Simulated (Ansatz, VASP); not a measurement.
## One calculation of ZnO, two programs

The input INCAR:

```
SYSTEM = ZnO
ALGO     = Normal         ! electronic algorithm
EDIFF    = 1E-6           ! SCF threshold, eV
ENCUT    = 910            ! plane-wave cutoff, eV
GGA      = RE             ! functional
GGA_COMPAT= .False.      
ISIF     = 2              ! what is computed and relaxed
ISMEAR   = 0              ! smearing method
LASPH    = .True.         ! aspherical terms in the spheres
LCHARG   = .True.         ! write CHGCAR
LELF     = .True.         ! ELF
LREAL    = .False.        ! projectors in reciprocal space
LVHAR    = .True.       
LWAVE    = .False.        ! write WAVECAR
NBANDS   = 66             ! bands
NELM     = 120            ! most SCF steps
PREC     = Accurate       ! precision mode
SIGMA    = 0.01           ! smearing width, eV
```

The input KPOINTS:

```
k-points
0
Gamma
  3 3 3
  0 0 0
```

POSCAR

```
ZnO
1.0
    0.0000000000      0.0000000000      5.2932332175
    4.9190861938      2.8400357381      0.0000000000
   -4.9190861938      2.8400357382      0.0000000000
Zn O
6 6
Direct
    0.5006044103      0.3333333333      1.0000000000
    0.5006044103      0.6666666667      0.6666666667
    0.5006044103      0.0000000000      0.3333333333
    0.0006044103      0.3333333333      0.3333333333
    0.0006044103      0.6666666667      1.0000000000
    0.0006044103      0.0000000000      0.6666666667
    0.8797055897      0.3333333333      1.0000000000
    0.8797055897      0.6666666667      0.6666666667
    0.8797055897      0.0000000000      0.3333333333
    0.3797055897      0.3333333333      0.3333333333
    0.3797055897      0.6666666667      1.0000000000
    0.3797055897      0.0000000000      0.6666666667
```

Input for Ansatz:

```yaml
crystal:
  lattice:
    - [0.0, 0.0, 5.2932332175]
    - [4.9190861938, 2.8400357381, 0.0]
    - [-4.9190861938, 2.8400357382, 0.0]
  atoms:
    - { symbol: Zn, position: [0.5006044103, 0.3333333333, 1.0] }
    - { symbol: Zn, position: [0.5006044103, 0.6666666667, 0.6666666667] }
    - { symbol: Zn, position: [0.5006044103, 0.0, 0.3333333333] }
    - { symbol: Zn, position: [0.0006044103, 0.3333333333, 0.3333333333] }
    - { symbol: Zn, position: [0.0006044103, 0.6666666667, 1.0] }
    - { symbol: Zn, position: [0.0006044103, 0.0, 0.6666666667] }
    - { symbol: O, position: [0.8797055897, 0.3333333333, 1.0] }
    - { symbol: O, position: [0.8797055897, 0.6666666667, 0.6666666667] }
    - { symbol: O, position: [0.8797055897, 0.0, 0.3333333333] }
    - { symbol: O, position: [0.3797055897, 0.3333333333, 0.3333333333] }
    - { symbol: O, position: [0.3797055897, 0.6666666667, 1.0] }
    - { symbol: O, position: [0.3797055897, 0.0, 0.6666666667] }
basis:
  xc_grid: 2
kpoints:
  mp_grid: { grid: [3, 3, 3], shift: [0.0, 0.0, 0.0] }
hamiltonian:
  xc: revpbe
scf:
  occupations: { method: gaussian, width: 0.01 }
  convergence: { dr2_threshold: 1.0e-08 }
output:
  forces: true
  eigenvalues: true
  stress: true
```

Alike in both runs: task single point; functional revPBE; k mesh 3 × 3 × 3; occupations gaussian, width 0.01 eV; no spin polarisation.

|  | VASP | Ansatz |
| --- | --- | --- |
| version | VASP 6.6.1 | Ansatz 0.2.0 |
| potentials or method | VASP PAW PBE potentials, release 64 (Zn, O_h) | scalar-relativistic, plane waves, PAW |
| plane-wave cutoff (eV) | 910 | 420 |
| valence electrons in the cell | 108 | 108 |

```csv
,VASP,Ansatz,Ansatz less VASP
gap on the k mesh at the Fermi level (eV),0.80,0.82,+0.022
```

VASP's potentials were made for PBE, not for revPBE. With one functional, cell and mesh, what is left measures potentials, basis and numerics. Ansatz's warnings: stress scf threshold loose.

The k mesh is coarse, so the values compare programs but aren't converged. Noted on VASP's run: the cutoff is short for stress, so the pressure is rough.
